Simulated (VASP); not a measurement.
# Si (P-1) in VASP: a series of runs

The runs below take Si through single point, with LDA.

All numbers are computed with VASP 6.6.1; they aren't measurements. Logs are shortened: lines on timing, memory, paths and dates and some standing lists are left out, and cuts for length are marked.

### 1 The cell of the first run

The typed cell holds 2 atoms: a = 2.476 Å, b = 2.524 Å, c = 5.175 Å, α = 80.85°, β = 86.84°, γ = 114.90°.

### 2 Single point, LDA

Input file INCAR:

```
SYSTEM = Si
PREC = Accurate
ENCUT = 500
EDIFF = 1E-6
ISMEAR = 0
SIGMA = 0.15
LREAL = .FALSE.
LASPH = .TRUE.
NELM = 120
ALGO = Normal
ISIF = 2
LWAVE = .FALSE.
LCHARG = .TRUE.
GGA = CA
LELF = .TRUE.
LVHAR = .TRUE.
NBANDS = 11
GGA_COMPAT = .FALSE.
```

Input file KPOINTS:

```
regular mesh
0
G
  12 12 8
  0 0 0
```

Input file POSCAR:

```
Si
1.0
    2.4729552797      0.0944380799      0.0667365018
   -1.1546918636      2.2351833546      0.2052172656
    0.1264255331      0.5218969995      5.1471334243
Si
2
Direct
    0.0028624920      0.0028636940      0.0012451595
   -0.0028624920     -0.0028636940      0.4987548405
```

Potentials or basis: VASP PAW LDA potentials, release 64 (Si).

Started as:

```bash
cat potpaw_LDA.64/Si/POTCAR > POTCAR
mpirun -np 1 vasp_std > vasp.out
```

OUTCAR:

```text
SYSTEM = Si
   PREC = Accurate
   ENCUT = 500
   EDIFF = 1E-6
   ISMEAR = 0
   LREAL = .FALSE.
   LASPH = .TRUE.
   NELM = 120
   ISIF = 2
   GGA = CA

 ion  position               nearest neighbor table
   1  0.003  0.003  0.001-   2 2.57   2 2.60
   2  0.997  0.997  0.499-   1 2.57   1 2.60

  LATTYP: Found a triclinic cell.
 ALAT       =     2.6905228700
 B/A-ratio  =     0.9201399258
 C/A-ratio  =     1.9234437177
 COS(alpha) =     0.0550616516
 COS(beta)  =     0.1998232108
 COS(gamma) =     0.5251852303

  Lattice vectors:

 A1 = (  -1.3182634161,  -2.3296214345,  -0.2719537674)
 A2 = (  -2.4729552797,  -0.0944380799,  -0.0667365018)
 A3 = (  -0.1264255331,  -0.5218969995,  -5.1471334243)

Analysis of symmetry for initial positions (statically):
=====================================================================
 Subroutine PRICEL returns:
 Original cell was already a primitive cell.

 Routine SETGRP: Setting up the symmetry group for a
 triclinic supercell.

 Subroutine GETGRP returns: Found  2 space group operations
 (whereof  1 operations were pure point group operations)
 out of a pool of  2 trial point group operations.

The static configuration has the point symmetry C_1 .
 The point group associated with its full space group is S_2 .

Analysis of symmetry for dynamics (positions and initial velocities):
=====================================================================
 Subroutine PRICEL returns:
 Original cell was already a primitive cell.

 Routine SETGRP: Setting up the symmetry group for a
 triclinic supercell.

 Subroutine GETGRP returns: Found  2 space group operations
 (whereof  1 operations were pure point group operations)
 out of a pool of  2 trial point group operations.

The dynamic configuration has the point symmetry C_1 .
 The point group associated with its full space group is S_2 .

 Subroutine INISYM returns: Found  2 space group operations
 (whereof  1 operations are pure point group operations),
 and found     1 'primitive' translations

----------------------------------------------------------------------------------------

                                     Primitive cell

  volume of cell :      28.6906

  direct lattice vectors                    reciprocal lattice vectors
     2.472955280  0.094438080  0.066736502     0.397261743  0.208057488 -0.030853796
    -1.154691864  2.235183355  0.205217266    -0.015728341  0.443357262 -0.044568178
     0.126425533  0.521897000  5.147133424    -0.004523709 -0.020374369  0.196459884

  length of vectors
     2.475657514  2.524177501  5.175069312     0.449507250  0.445869224  0.197565343

  position of ions in fractional coordinates (direct lattice)
     0.002862492  0.002863694  0.001245160
     0.997137508  0.997136306  0.498754840

  ion indices of the primitive-cell ions
   primitive index   ion index
                 1           1
                 2           2

----------------------------------------------------------------------------------------

 KPOINTS: regular mesh

Automatic generation of k-mesh.
 Grid dimensions read from file:
 generate k-points for:   12   12    8

 Generating k-lattice:

  Cartesian coordinates                     Fractional coordinates (reciprocal lattice)
     0.033105145  0.017338124 -0.002571150     0.083333333 -0.000000000  0.000000000
    -0.001310695  0.036946439 -0.003714015    -0.000000000  0.083333333  0.000000000
    -0.000565464 -0.002546796  0.024557485    -0.000000000 -0.000000000  0.125000000

  Length of vectors
     0.037458937  0.037155769  0.024695668

  Shift w.r.t. Gamma in fractional coordinates (k-lattice)
     0.000000000  0.000000000  0.000000000

 Subroutine IBZKPT returns following result:
 ===========================================

 Found    580 irreducible k-points:

 Following reciprocal coordinates:
            Coordinates               Weight
  0.000000  0.000000  0.000000      1.000000
  0.083333 -0.000000  0.000000      2.000000
  0.166667 -0.000000  0.000000      2.000000
  0.250000 -0.000000  0.000000      2.000000
  0.333333 -0.000000  0.000000      2.000000
  0.416667 -0.000000  0.000000      2.000000
[... 16 lines left out ...]
  0.250000  0.166667  0.000000      2.000000
  0.333333  0.166667 -0.000000      2.000000
 [... further k-points ...]
   k-points           NKPTS =    580   k-points in BZ     NKDIM =    580   number of bands    NBANDS=     11
   number of dos      NEDOS =    301   number of ions     NIONS =      2
   total plane-waves  NPLWV =  12960
   dimension x,y,z NGX =    18 NGY =   18 NGZ =   40
   dimension x,y,z NGXF=    36 NGYF=   36 NGZF=   80
   ions per type =               2
   NGX,Y,Z   is equivalent  to a cutoff of  12.09, 11.86, 12.85 a.u.
   NGXF,Y,Z  is equivalent  to a cutoff of  24.17, 23.71, 25.70 a.u.
 SYSTEM =  Si
   PREC   = accura    normal or accurate (medium, high low for compatibility)
   ISTART =      0    job   : 0-new  1-cont  2-samecut
   ICHARG =      2    charge: 1-file 2-atom 10-const
   ISPIN  =      1    spin polarized calculation?
   LNONCOLLINEAR =      F non collinear calculations
   LSORBIT =      F    spin-orbit coupling
   LASPH  =      T    aspherical Exc in radial PAW
   ENCUT  =  500.0 eV  36.75 Ry    6.06 a.u.   4.51  4.60  9.44*2*pi/ulx,y,z
   NELM   =    120;   NELMIN=  2; NELMDL= -5     # of ELM steps
   EDIFF  = 0.1E-05   stopping-criterion for ELM
   LREAL  =      F    real-space projection
   EDIFFG = 0.1E-04   stopping-criterion for IOM
   NSW    =      0    number of steps for IOM
   IBRION =     -1    ionic relax: 0-MD 1-quasi-New 2-CG
   NFREE  =      0    steps in history (QN), initial steepest desc. (CG)
   ISIF   =      2    stress and relaxation
   ISYM   =      2    0-nonsym 1-usesym 2-fastsym
   POTIM  = 0.5000    time-step for ionic-motion
   TEBEG  =    0.0;   TEEND  =   0.0 temperature during run
   PSTRESS=    0.0 pullay stress
   NELECT =       8.0000    total number of electrons
   NUPDOWN=      -1.0000    fix difference up-down
   EMIN   =  10.00;   EMAX   =-10.00  energy-range for DOS
   EFERMI =   0.00;   METHOD = LEGACY
   ISMEAR =     0;   SIGMA  =   0.15  broadening in eV -4-tet -1-fermi 0-gaus
   EFERMI_NEDOS =   21; number of points for ismear=-14 and -15
   IALGO  =     38    algorithm
   IMIX   =      4    mixing-type and parameters
     AMIX     =   0.40;   BMIX     =  1.00
     AMIX_MAG =   1.60;   BMIX_MAG =  1.00
  volume/ion in A,a.u.               =      14.35        96.81
  Fermi-wavevector in a.u.,A,eV,Ry     =   1.069526  2.021112 15.563525  1.143887
  Thomas-Fermi vector in A             =   2.205209
   LORBIT       =      0    0 simple, 1 ext, 2 COOP (PROOUT), +10 PAW based schemes
   GGA     = CA    functional components
   LHFCALC =     F    Hartree Fock is set to
   AEXX    =    0.0000 exact exchange contribution
   IVDW    =     0    specifies the selected vdW correction
   LEPSILON=     F    determine dielectric tensor
   LRPA    =     F    only Hartree local field effects (RPA)
 non-spin polarized calculation
 Gauss-broadening in eV      SIGMA  =   0.15
  energy-cutoff  :      500.00
  volume of cell :       28.69
 maximum number of plane-waves:       743
   NGX =  9   NGY =  9   NGZ = 19

 number of electron       8.0000001 magnetization

 Free energy of the ion-electron system (eV)
  ---------------------------------------------------
  ext. energy  EPLUGINS =         0.00000000
  ---------------------------------------------------
  free energy    TOTEN  =       -11.19881599 eV

  energy without entropy =      -11.18770692  energy(sigma->0) =      -11.19326145

 E-fermi :   9.9298     XC(G=0): -11.2449

 val. band max:        9.9285146025   @ k =  -0.2500   0.4167   0.0000
 cond. band min:       9.9385701773   @ k =   0.1667   0.2500   0.2500
 fundamental gap:      0.0100555748
 Fermi energy:         9.9297744189

 k-point     1 :       0.0000    0.0000    0.0000
  band No.  band energies     occupation
      1      -4.3671      2.00000
      2       0.0021      2.00000
      3       2.5856      2.00000
      4      16.3738      0.00000
      5      17.2108      0.00000
      6      21.1012      0.00000
      7      21.7119      0.00000
      8      21.8300      0.00000
      9      22.2796      0.00000
     10      22.4929      0.00000
     11      24.3392      0.00000

 k-point     2 :       0.0833   -0.0000    0.0000
  band No.  band energies     occupation
      1      -4.1642      2.00000
      2       0.1719      2.00000
      3       2.8070      2.00000
      4      16.3563      0.00000
      5      16.9495      0.00000
      6      19.3064      0.00000
      7      20.3441      0.00000
      8      20.6351      0.00000
      9      21.0968      0.00000
     10      24.1199      0.00000
     11      24.7227      0.00000

 k-point     3 :       0.1667   -0.0000    0.0000
  band No.  band energies     occupation
      1      -3.5572      2.00000
      2       0.6827      2.00000
      3       3.4655      2.00000
      4      14.4958      0.00000
      5      16.6157      0.00000
      6      17.1541      0.00000
      7      18.3500      0.00000
      8      19.8427      0.00000
      9      20.0549      0.00000
     10      23.3855      0.00000
     11      23.7800      0.00000

 k-point     4 :       0.2500   -0.0000    0.0000
  band No.  band energies     occupation
      1      -2.5502      2.00000
      2       1.5371      2.00000
      3       4.5435      2.00000
      4      11.2714      0.00000
      5      14.0253      0.00000
      6      16.9658      0.00000
      7      17.8938      0.00000
      8      18.8841      0.00000
      9      19.4964      0.00000
     10      20.4368      0.00000
     11      23.2855      0.00000
[... 239 lines left out ...]
 k-point    22 :       0.1667    0.1667    0.0000
  band No.  band energies     occupation
      1      -2.0722      2.00000
      2       1.6549      2.00000
      3       5.3369      2.00000
      4      12.0506      0.00000
      5      12.3106      0.00000
      6      13.7269      0.00000
      7      15.6252      0.00000
      8      16.7627      0.00000
      9      20.4647      0.00000
     10      22.1571      0.00000
     11      22.2462      0.00000

 k-point    23 :       0.2500    0.1667    0.0000
  band No.  band energies     occupation
      1      -0.7306      2.00000
      2       2.7539      2.00000
      3       6.7743      2.00000
      4       9.1625      2.00000
      5      11.4215      0.00000
      6      12.2214      0.00000
      7      13.7736      0.00000
      8      17.4318      0.00000
      9      17.4462      0.00000
     10      21.0114      0.00000
     11      23.3556      0.00000

 k-point    24 :       0.3333    0.1667   -0.0000
  band No.  band energies     occupation
      1       0.9921      2.00000
      2       4.1998      2.00000
      3       6.2978      2.00000
      4       8.4525      2.00000
      5       9.8309      1.64894
      6      11.1312      0.00000
      7      13.2511      0.00000
      8      14.8599      0.00000
      9      18.4535      0.00000
     10      20.4394      0.00000
     11      23.5617      0.00000

 [... further k-points ...]
[... 5 lines left out ...]
  --------------------------------------------------------------------------------------
  -------------------------------------------------------------------------------------
  Total        1.5514654      0.8322797     -1.4440714     -0.2058764     -1.2092958     -0.2183403
  in kB       86.6388711     46.4772033    -80.6416410    -11.4968090    -67.5310080    -12.1928293
  external PRESSURE =      17.4914778 kB  Pullay stress =       0.0000000 kB

 VOLUME and BASIS-vectors are now :
 -----------------------------------------------------------------------------
  energy-cutoff  :      500.00
  volume of cell :       28.69
      direct lattice vectors                 reciprocal lattice vectors
     2.472955280  0.094438080  0.066736502     0.397261743  0.208057488 -0.030853796
    -1.154691864  2.235183355  0.205217266    -0.015728341  0.443357262 -0.044568178
     0.126425533  0.521897000  5.147133424    -0.004523709 -0.020374369  0.196459884

 POSITION                                       TOTAL-FORCE (eV/Angst)
 -----------------------------------------------------------------------------------
      0.00393      0.00732      0.00719        -0.004069     -0.003133     -0.042727
      1.37755      2.58325      2.83833         0.004069      0.003133      0.042727
 -----------------------------------------------------------------------------------
    total drift:                               -0.000000      0.000000     -0.000000

  FREE ENERGIE OF THE ION-ELECTRON SYSTEM (eV)
  ---------------------------------------------------
  free  energy   TOTEN  =       -11.1988159853 eV

  energy  without entropy=      -11.1877069177  energy(sigma->0) =      -11.19326145
```

Run time: 63 s. Hardware: 1 thread of Intel Xeon Platinum 8488C (Sapphire Rapids), shared host; peak memory 0.22 GiB.

Results:

```yaml
Free_energy: -11.1988 eV
Pressure: 1.7 GPa
Largest_force: 0.043 eV/Å
Band_gap_on_the_k_mesh: zero (band 4 reaches 16.49 eV, above the bottom of band 5 at 7.28 eV)
```

Forces on the atoms (eV/Å):
```
Si  -0.004 -0.003 -0.043
Si   0.004  0.003  0.043
```

Stress tensor (GPa, compression positive):
```
 8.66 -1.15 -1.22
-1.15  4.65 -6.75
-1.22 -6.75 -8.06
```

Levels at points of the mesh, in eV from the Fermi level:
```tsv
k point	band 1	band 2	band 3	band 4	band 5	band 6	band 7	band 8	band 9
(0.00, 0.00, 0.00)	-14.30	-9.93	-7.34	6.44	7.28	11.17	11.78	11.90	12.35
(0.50, 0.00, 0.00)	-7.38	-6.88	-4.29	-3.10	-0.89	2.08	7.05	7.77	8.97
(0.00, 0.50, 0.00)	-7.56	-6.92	-4.92	-4.02	-0.33	2.57	7.47	7.50	8.64
(0.50, 0.50, 0.00)	-6.42	-6.17	-3.25	-1.16	-0.63	2.11	4.44	5.69	6.36
(0.00, 0.00, 0.50)	-12.98	-12.91	-1.83	-1.75	10.93	10.99	11.95	11.96	13.83
(0.50, 0.00, 0.50)	-6.68	-6.65	-5.06	-5.05	2.56	2.67	7.00	7.03	8.02
(0.00, 0.50, 0.50)	-7.18	-7.13	-4.81	-4.81	1.42	1.52	8.05	8.07	8.64
(0.50, 0.50, 0.50)	-5.46	-5.43	-4.62	-4.57	4.03	4.06	4.97	5.00	7.12
```

### 3 Single point, LDA

Input file INCAR:

```
PREC = Accurate
ENCUT = 500
EDIFF = 1E-6
ISMEAR = 0
SIGMA = 0.15
LREAL = F
LASPH = T
NELM = 120
ALGO = Normal
ISIF = 2
LWAVE = F
LCHARG = T
LELF = T
LVHAR = T
NBANDS = 11
GGA_COMPAT = F
```

Input file KPOINTS:

```
Automatic mesh
0
Gamma
  12 12 8
```

Input file POSCAR:

```
Si
1.0
    2.4729552797      0.0944380799      0.0667365018
   -1.1546918636      2.2351833546      0.2052172656
    0.1264255331      0.5218969995      5.1471334243
Si
2
Direct
    0.0001657128      0.0002913848     -0.0000032666
   -0.0001657128     -0.0002913848      0.5000032666
```

Potentials or basis: VASP PAW LDA potentials, release 64 (Si).

Started as:

```bash
cat potpaw_LDA.64/Si/POTCAR > POTCAR
mpirun -np 1 vasp_std > vasp.out
```

OUTCAR:

```text
PREC = Accurate
   ENCUT = 500
   EDIFF = 1E-6
   ISMEAR = 0
   LREAL = F
   LASPH = T
   NELM = 120
   ISIF = 2

 ion  position               nearest neighbor table
   1  0.000  0.000  1.000-   2 2.59   2 2.59
   2  1.000  1.000  0.500-   1 2.59   1 2.59

  LATTYP: Found a triclinic cell.
 ALAT       =     2.6905228700
 B/A-ratio  =     0.9201399258
 C/A-ratio  =     1.9234437177
 COS(alpha) =     0.0550616516
 COS(beta)  =     0.1998232108
 COS(gamma) =     0.5251852303

  Lattice vectors:
[... 515 lines left out ...]
      4       8.4522      2.00000
      5       9.8310      1.64714
      6      11.1318      0.00000
      7      13.2512      0.00000
      8      14.8599      0.00000
      9      18.4524      0.00000
     10      20.4394      0.00000
     11      23.5618      0.00000

 [... further k-points ...]
[... 5 lines left out ...]
  --------------------------------------------------------------------------------------
  -------------------------------------------------------------------------------------
  Total        1.5540938      0.8322154     -1.4548657     -0.2060338     -1.2101408     -0.2179183
  in kB       86.7856464     46.4736137    -81.2444302    -11.5055958    -67.5781951    -12.1692643
  external PRESSURE =      17.3382766 kB  Pullay stress =       0.0000000 kB

 VOLUME and BASIS-vectors are now :
 -----------------------------------------------------------------------------
  energy-cutoff  :      500.00
  volume of cell :       28.69
      direct lattice vectors                 reciprocal lattice vectors
     2.472955280  0.094438080  0.066736502     0.397261743  0.208057488 -0.030853796
    -1.154691864  2.235183355  0.205217266    -0.015728341  0.443357262 -0.044568178
     0.126425533  0.521897000  5.147133424    -0.004523709 -0.020374369  0.196459884

 POSITION                                       TOTAL-FORCE (eV/Angst)
 -----------------------------------------------------------------------------------
      0.12650      0.52256      5.14719        -0.000004     -0.000600     -0.000051
      1.38140      2.58990      2.84547         0.000004      0.000600      0.000051
 -----------------------------------------------------------------------------------
    total drift:                               -0.000000      0.000000     -0.000000

  FREE ENERGIE OF THE ION-ELECTRON SYSTEM (eV)
  ---------------------------------------------------
  free  energy   TOTEN  =       -11.1991609705 eV

  energy  without entropy=      -11.1880211000  energy(sigma->0) =      -11.19359104
```

OSZICAR:

```text
N       E                     dE             d eps       ncg     rms          rms(c)
DAV:   1     0.321376128318E+01    0.32138E+01   -0.32911E+03 12790   0.566E+02
DAV:   2    -0.108214522506E+02   -0.14035E+02   -0.13447E+02 16644   0.830E+01
DAV:   3    -0.112435807296E+02   -0.42213E+00   -0.41725E+00 16624   0.112E+01
DAV:   4    -0.112454483223E+02   -0.18676E-02   -0.18671E-02 15352   0.934E-01
DAV:   5    -0.112454571137E+02   -0.87914E-05   -0.87916E-05 16174   0.584E-02    0.451E+00
DAV:   6    -0.112155468589E+02    0.29910E-01   -0.75695E-03 14696   0.406E-01    0.256E+00
DAV:   7    -0.111992501702E+02    0.16297E-01   -0.14216E-02 14639   0.565E-01    0.165E-01
DAV:   8    -0.111991705177E+02    0.79653E-04   -0.52925E-04 15636   0.141E-01    0.331E-02
DAV:   9    -0.111991614685E+02    0.90492E-05   -0.16295E-05 15448   0.247E-02    0.152E-02
DAV:  10    -0.111991609705E+02    0.49802E-06   -0.15722E-06 11127   0.664E-03
   1 F= -.11199161E+02 E0= -.11193591E+02  d E =-.111399E-01
```

Run time: 68 s. Hardware: 1 thread of Intel Xeon Platinum 8488C (Sapphire Rapids), shared host; peak memory 0.23 GiB.

What came out:

```yaml
Free_energy: -11.1992 eV
Pressure: 1.7 GPa
Band_gap_on_the_k_mesh: zero (band 4 reaches 16.49 eV, above the bottom of band 5 at 7.28 eV)
```

Caveat: the cell differs from its parent crystal (cell sheared at random, sigma 0.06, atoms nudged by 0.01 Å, then relaxed in part).
